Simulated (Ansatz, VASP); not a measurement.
# Two plane-wave programs on NbCd3

```
Nb Cd
1.0
     4.21500    0.00000    0.00000
     0.00000    4.21500    0.00000
     0.00000    0.00000    4.21500
Nb Cd
1 3
Direct
  0.00000 0.00000 0.00000
  0.00000 0.50000 0.50000
  0.50000 0.00000 0.50000
  0.50000 0.50000 0.00000
```

Alike in both runs: task relaxation of cell and atoms; functional PBE; k mesh 4 × 4 × 4; occupations gaussian, width 0.1 eV; no spin polarisation.

|  | VASP | Ansatz |
| --- | --- | --- |
| version | VASP 6.6.1 | Ansatz 0.2.0 |
| potentials or method | VASP PAW PBE potentials, release 64 (Nb_sv, Cd), cutoff 600 eV | scalar-relativistic, plane waves, PAW |
| valence electrons in the cell | 49 | 73 |

|  | VASP | Ansatz | Ansatz less VASP |
| --- | --- | --- | --- |
| gap on the k mesh at the Fermi level, each at its own relaxed structure (eV) | none | none | - |
| relaxed volume (Å³/atom) | 20.05 | 19.99 | -0.057 |
| relaxed length of the cell vector where the two differ most in proportion (Å) | 4.312 | 4.308 | -0.0041 |

A gap of «none» marks a metal or a gap that the smearing closes. VASP's potentials hold 49 valence electrons a cell and Ansatz's 73, so a difference there can come from the potentials and not from the codes.

The k mesh is coarse, so the values compare programs but aren't converged.
